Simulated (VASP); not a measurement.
# Zn (P6_3/mmc) in VASP: notebook

Zn is run at these levels: PBEsol; tasks: single point.

Everything below comes from runs of VASP 6.6.1. Logs are shortened: lines on timing, memory, paths and dates and some standing lists are left out, and cuts for length are marked.

### Step 1. The cell of the first run

Symmetry: P6_3/mmc, No. 194, hexagonal system. Conventional cell: a = 2.629 Å, b = 2.629 Å, c = 4.880 Å, α = 90.00°, β = 90.00°, γ = 120.00°. Zn (site symmetry -6m2) has 12 Zn at 2.63 to 2.87 Å within 3.5 Å.

### Step 2. Single point, PBEsol (volume scaled by 0.96)

INCAR

```
SYSTEM = Zn
  ALGO = Normal
  EDIFF = 1E-6
  ENCUT = 520
  GGA = PS
  ISIF = 2
  ISMEAR = -1
  LASPH = .TRUE.
  LCHARG = .FALSE.
  LREAL = .FALSE.
  LWAVE = .FALSE.
  NBANDS = 19
  NELM = 80
  PREC = Accurate
  SIGMA = 0.03
```

KPOINTS

```
k-points
0
G
  16 16 8
  0 0 0
```

POSCAR

```
Zn
1.0
    2.6287828538      0.0000000000      0.0000000000
   -1.3143914269      2.2765927324      0.0000000000
    0.0000000000      0.0000000000      4.8798445072
Zn
2
Direct
    0.3333333333      0.6666666667      0.2500000000
    0.6666666667      0.3333333333      0.7500000000
```

Potentials or basis: VASP PAW PBE potentials, release 64 (Zn).

Run with:

```bash
> cat potpaw_PBE.64/Zn/POTCAR > POTCAR
> mpirun -np 1 vasp_std > vasp.out
```

OUTCAR:

```text
SYSTEM = Zn
   EDIFF = 1E-6
   ENCUT = 520
   GGA = PS
   ISIF = 2
   ISMEAR = -1
   LASPH = .TRUE.
   LREAL = .FALSE.
   NELM = 80
   PREC = Accurate

 ion  position               nearest neighbor table
   1  0.333  0.667  0.250-   2 2.87   2 2.87   2 2.87   2 2.87   2 2.87   2 2.87
   2  0.667  0.333  0.750-   1 2.87   1 2.87   1 2.87   1 2.87   1 2.87   1 2.87

  LATTYP: Found a hexagonal cell.
 ALAT       =     2.6287828538
 C/A-ratio  =     1.8563132745

  Lattice vectors:

 A1 = (   2.6287828538,   0.0000000000,   0.0000000000)
 A2 = (  -1.3143914269,   2.2765927324,   0.0000000000)
 A3 = (   0.0000000000,   0.0000000000,   4.8798445072)

Analysis of symmetry for initial positions (statically):
=====================================================================
 Subroutine PRICEL returns:
 Original cell was already a primitive cell.

 Routine SETGRP: Setting up the symmetry group for a
 hexagonal supercell.

 Subroutine GETGRP returns: Found 24 space group operations
 (whereof 12 operations were pure point group operations)
 out of a pool of 24 trial point group operations.

The static configuration has the point symmetry D_3d.
 The point group associated with its full space group is D_6h.

Analysis of symmetry for dynamics (positions and initial velocities):
=====================================================================
 Subroutine PRICEL returns:
 Original cell was already a primitive cell.

 Routine SETGRP: Setting up the symmetry group for a
 hexagonal supercell.

 Subroutine GETGRP returns: Found 24 space group operations
 (whereof 12 operations were pure point group operations)
 out of a pool of 24 trial point group operations.

The dynamic configuration has the point symmetry D_3d.
 The point group associated with its full space group is D_6h.

 Subroutine INISYM returns: Found 24 space group operations
 (whereof 12 operations are pure point group operations),
 and found     1 'primitive' translations

----------------------------------------------------------------------------------------

                                     Primitive cell

  volume of cell :      29.2042

  direct lattice vectors                    reciprocal lattice vectors
     2.628782854  0.000000000  0.000000000     0.380404185  0.219626459  0.000000000
    -1.314391427  2.276592732  0.000000000     0.000000000  0.439252918  0.000000000
     0.000000000  0.000000000  4.879844507     0.000000000  0.000000000  0.204924562

[... 81 lines left out ...]
   ENCUT  =  520.0 eV  38.22 Ry    6.18 a.u.   4.89  4.89  9.07*2*pi/ulx,y,z
   NELM   =     80;   NELMIN=  2; NELMDL= -5     # of ELM steps
   EDIFF  = 0.1E-05   stopping-criterion for ELM
   LREAL  =      F    real-space projection
   EDIFFG = 0.1E-04   stopping-criterion for IOM
   NSW    =      0    number of steps for IOM
   IBRION =     -1    ionic relax: 0-MD 1-quasi-New 2-CG
   NFREE  =      0    steps in history (QN), initial steepest desc. (CG)
   ISIF   =      2    stress and relaxation
   ISYM   =      2    0-nonsym 1-usesym 2-fastsym
   POTIM  = 0.5000    time-step for ionic-motion
   TEBEG  =    0.0;   TEEND  =   0.0 temperature during run
   PSTRESS=    0.0 pullay stress
   NELECT =      24.0000    total number of electrons
   NUPDOWN=      -1.0000    fix difference up-down
   EMIN   =  10.00;   EMAX   =-10.00  energy-range for DOS
   EFERMI =   0.00;   METHOD = LEGACY
   ISMEAR =    -1;   SIGMA  =   0.03  broadening in eV -4-tet -1-fermi 0-gaus
   EFERMI_NEDOS =   21; number of points for ismear=-14 and -15
   IALGO  =     38    algorithm
   IMIX   =      4    mixing-type and parameters
     AMIX     =   0.40;   BMIX     =  1.00
     AMIX_MAG =   1.60;   BMIX_MAG =  1.00
  volume/ion in A,a.u.               =      14.60        98.54
  Fermi-wavevector in a.u.,A,eV,Ry     =   1.533427  2.897758 31.992735  2.351400
  Thomas-Fermi vector in A             =   2.640496
   LORBIT       =      0    0 simple, 1 ext, 2 COOP (PROOUT), +10 PAW based schemes
   GGA     = PS    functional components
   LHFCALC =     F    Hartree Fock is set to
   AEXX    =    0.0000 exact exchange contribution
   IVDW    =     0    specifies the selected vdW correction
   LEPSILON=     F    determine dielectric tensor
   LRPA    =     F    only Hartree local field effects (RPA)
 non-spin polarized calculation
  energy-cutoff  :      520.00
  volume of cell :       29.20
 maximum number of plane-waves:       801
 NGX is ok and might be reduce to    20
   NGX =  9   NGY =  9   NGZ = 19

 number of electron      24.0000032 magnetization

 Free energy of the ion-electron system (eV)
  ---------------------------------------------------
  ext. energy  EPLUGINS =         0.00000000
  ---------------------------------------------------
  free energy    TOTEN  =        -3.17857363 eV

  energy without entropy =       -3.17825485  energy(sigma->0) =       -3.17841424

 E-fermi :   3.2796     XC(G=0): -11.9164

 val. band max:        3.1659645205   @ k =   0.3750   0.2500   0.5000
 cond. band min:       3.3145816061   @ k =   0.3750   0.0625   0.0000
 fundamental gap:      0.1486170856
 Fermi energy:         3.2795607320

 k-point     1 :       0.0000    0.0000    0.0000
  band No.  band energies     occupation
      1      -7.5130      2.00000
      2      -5.5477      2.00000
      3      -4.7755      2.00000
      4      -4.5267      2.00000
      5      -4.5267      2.00000
      6      -4.4720      2.00000
[... 505 lines left out ...]
      6      -4.4855      2.00000
[... 11 lines left out ...]
     18      14.6684      0.00000
     19      15.9307      0.00000

 [... further k-points ...]

------------------------ aborting loop because EDIFF is reached ----------------------------------------

  FORCE on cell =-STRESS in cart. coord.  units (eV):
  Direction    XX          YY          ZZ          XY          YZ          ZX
  --------------------------------------------------------------------------------------
  -------------------------------------------------------------------------------------
  Total       -0.3432617     -0.3432617     -0.4933475      0.0000000      0.0000000      0.0000000
  in kB      -18.8317135    -18.8317135    -27.0655882      0.0000000      0.0000000      0.0000000
  external PRESSURE =     -21.5763384 kB  Pullay stress =       0.0000000 kB

 VOLUME and BASIS-vectors are now :
 -----------------------------------------------------------------------------
  energy-cutoff  :      520.00
  volume of cell :       29.20
      direct lattice vectors                 reciprocal lattice vectors
     2.628782854  0.000000000  0.000000000     0.380404185  0.219626459  0.000000000
    -1.314391427  2.276592732  0.000000000     0.000000000  0.439252918  0.000000000
     0.000000000  0.000000000  4.879844507     0.000000000  0.000000000  0.204924562

 POSITION                                       TOTAL-FORCE (eV/Angst)
 -----------------------------------------------------------------------------------
     -0.00000      1.51773      1.21996        -0.000000      0.000000     -0.000000
      1.31439      0.75886      3.65988         0.000000     -0.000000      0.000000
 -----------------------------------------------------------------------------------
    total drift:                               -0.000000      0.000000      0.000000

  FREE ENERGIE OF THE ION-ELECTRON SYSTEM (eV)
  ---------------------------------------------------
  free  energy   TOTEN  =        -3.1785736320 eV

  energy  without entropy=       -3.1782548506  energy(sigma->0) =       -3.17841424
```

It took 58 s on 1 thread of Intel Xeon Platinum 8375C at 2.90GHz (Ice Lake), shared host; peak memory 0.18 GiB.

Results:

```yaml
Free_energy: -3.1786 eV
Pressure: -2.2 GPa
Band_gap_on_the_k_mesh: zero (band 12 reaches 4.54 eV, above the bottom of band 13 at 0.23 eV)
```

Caveat: the PAW data sets were made with another functional, which shifts forces and pressure a little.

### Step 3. Single point, PBEsol (volume scaled by 0.98)

INCAR

```
SYSTEM = Zn
PREC = Accurate ; ENCUT = 520
EDIFF = 1E-6 ; ISMEAR = -1
SIGMA = 0.03 ; LREAL = .False.
LASPH = .True. ; NELM = 100
ALGO = Normal ; ISIF = 2
LWAVE = .False. ; LCHARG = .False.
GGA = PS ; NBANDS = 19
```

KPOINTS

```
regular mesh
0
Gamma
  16 16 8
  0 0 0
```

POSCAR

```
Zn
1.0
    2.6469129636      0.0000000000      0.0000000000
   -1.3234564818      2.2922938681      0.0000000000
    0.0000000000      0.0000000000      4.9134996708
Zn
2
Direct
    0.3333333333      0.6666666667      0.2500000000
    0.6666666667      0.3333333333      0.7500000000
```

Potentials or basis: VASP PAW PBE potentials, release 64 (Zn).

Run with:

```bash
> cat potpaw_PBE.64/Zn/POTCAR > POTCAR
> mpirun -np 1 vasp_std > vasp.out
```

Run time: 55 s. Hardware: 1 thread of Intel Xeon Platinum 8375C at 2.90GHz (Ice Lake), shared host; peak memory 0.19 GiB.

The run converged. Its results:

```yaml
Free_energy: -3.1672 eV
Pressure: -3.8 GPa
Band_gap_on_the_k_mesh: zero (band 12 reaches 4.37 eV, above the bottom of band 13 at 0.06 eV)
```

Stress tensor (GPa, compression positive):
```
-3.70  0.00  0.00
 0.00 -3.70  0.00
 0.00  0.00 -3.86
```

Levels at points of the mesh, in eV from the Fermi level:
| k point | band 10 | band 11 | band 12 | band 13 | band 14 | band 15 |
| --- | --- | --- | --- | --- | --- | --- |
| (0.00, 0.00, 0.00) | -7.15 | -7.15 | -3.81 | -3.08 | 13.73 | 17.39 |
| (0.50, 0.00, 0.00) | -6.94 | -2.97 | -2.24 | 2.60 | 3.49 | 4.14 |
| (0.00, 0.00, 0.50) | -7.24 | -7.24 | -7.24 | 4.59 | 4.59 | 18.92 |
| (0.50, 0.00, 0.50) | -6.95 | -2.00 | -2.00 | 0.10 | 0.10 | 10.19 |

Caveat: the PAW data sets were made with another functional, which shifts forces and pressure a little.

### Step 4. Single point, PBEsol (volume scaled by 0.99)

INCAR

```
PREC = Accurate ; ENCUT = 520
EDIFF = 1E-7 ; ISMEAR = -1
SIGMA = 0.03 ; LREAL = F
LASPH = T ; NELM = 60
ALGO = Normal ; ISIF = 2
LWAVE = F ; LCHARG = T
GGA = PS ; LELF = T
LVHAR = T ; NBANDS = 19
```

KPOINTS

```
Automatic mesh
0
Gamma
  16 16 8
```

POSCAR

```
Zn
1.0
    2.6558856186      0.0000000000      0.0000000000
   -1.3279428093      2.3000644152      0.0000000000
    0.0000000000      0.0000000000      4.9301557293
Zn
2
Direct
    0.3333333333      0.6666666667      0.2500000000
    0.6666666667      0.3333333333      0.7500000000
```

Run with:

```bash
> cat potpaw_PBE.64/Zn/POTCAR > POTCAR
> mpirun -np 1 vasp_std > vasp.out
```

Run time: 70 s. Hardware: 1 thread of Intel Xeon Platinum 8375C at 2.90GHz (Ice Lake), shared host; peak memory 0.19 GiB.

Results (log left out):

```
Free energy            : -3.1594 eV
Pressure               : -4.5 GPa
Band gap on the k mesh : zero (band 12 reaches 4.28 eV, above the bottom of band 13 at -0.02 eV)
```

Stress tensor (GPa, compression positive):
```
-4.53  0.00  0.00
 0.00 -4.53  0.00
 0.00  0.00 -4.39
```

Levels at points of the mesh, in eV from the Fermi level:
```csv
k point,band 10,band 11,band 12,band 13,band 14,band 15
"(0.00, 0.00, 0.00)",-7.13,-7.13,-3.76,-3.09,13.64,17.28
"(0.50, 0.00, 0.00)",-6.93,-2.94,-2.24,2.57,3.48,4.08
"(0.00, 0.00, 0.50)",-7.22,-7.22,-7.22,4.55,4.55,18.76
"(0.50, 0.00, 0.50)",-6.94,-1.97,-1.97,0.07,0.07,10.12
```

Caveat: the PAW data sets were made with another functional, which shifts forces and pressure a little.

### Step 5. Single point, PBEsol (volume scaled by 1.01)

INCAR

```
PREC = Accurate
ENCUT = 520
EDIFF = 1E-6
ISMEAR = -1
SIGMA = 0.03
LREAL = False
LASPH = True
NELM = 60
ALGO = Normal
ISIF = 2
LWAVE = False
LCHARG = False
GGA = PS
NBANDS = 19
```

KPOINTS is that of step 4.

POSCAR

```
Zn
1.0
    2.6736512679      0.0000000000      0.0000000000
   -1.3368256340      2.3154499188      0.0000000000
    0.0000000000      0.0000000000      4.9631343400
Zn
2
Direct
    0.3333333333      0.6666666667      0.2500000000
    0.6666666667      0.3333333333      0.7500000000
```

Run with:

```bash
> cat potpaw_PBE.64/Zn/POTCAR > POTCAR
> mpirun -np 1 vasp_std > vasp.out
```

Wall time 56 s (1 thread of Intel Xeon Platinum 8375C at 2.90GHz (Ice Lake), shared host); peak memory 0.19 GiB.

Results (log left out):

| Item | Value |
| --- | --- |
| Free energy | -3.1399 eV |
| Pressure | -5.8 GPa |
| Band gap on the k mesh | zero (band 12 reaches 4.12 eV, above the bottom of band 13 at -0.18 eV) |

Stress tensor (GPa, compression positive):
```
-5.98  0.00  0.00
 0.00 -5.98  0.00
 0.00  0.00 -5.34
```

Levels at points of the mesh, in eV from the Fermi level:
```tsv
k point	band 8	band 9	band 10	band 11	band 12	band 13	band 14	band 15	band 16	band 17
(0.00, 0.00, 0.00)	-7.31	-7.31	-7.10	-7.10	-3.65	-3.10	13.46	17.08	17.20	17.20
(0.50, 0.00, 0.00)	-7.11	-6.93	-6.91	-2.88	-2.22	2.53	3.46	3.96	5.62	9.99
(0.00, 0.00, 0.50)	-7.62	-7.19	-7.19	-7.19	-7.19	4.49	4.49	18.48	18.48	18.48
(0.50, 0.00, 0.50)	-7.13	-6.92	-6.92	-1.90	-1.90	0.03	0.03	9.99	9.99	11.78
```

Caveat: the PAW data sets were made with another functional, which shifts forces and pressure a little.

### Step 6. Summary

```csv
cell,gap on the mesh (eV),pressure (GPa)
"a = 2.629, b = 2.629, c = 4.880 Å, angles 90.0, 90.0, 120.0°, 2 atoms",none,-2.2
"a = 2.647, b = 2.647, c = 4.913 Å, angles 90.0, 90.0, 120.0°, 2 atoms",none,-3.8
"a = 2.656, b = 2.656, c = 4.930 Å, angles 90.0, 90.0, 120.0°, 2 atoms",none,-4.5
"a = 2.674, b = 2.674, c = 4.963 Å, angles 90.0, 90.0, 120.0°, 2 atoms",none,-5.8
```

Alike in all rows: task single point; level PBEsol; potentials or basis VASP PAW PBE potentials, release 64 (Zn); no spin polarisation; k mesh 16 × 16 × 8; cutoff (eV) 520; smearing fermi-dirac 0.03 eV.

Caveats: the PAW data sets were made with another functional, which shifts forces and pressure a little.

Total energies depend on the potentials used, so only differences within one code and one set of settings carry meaning.
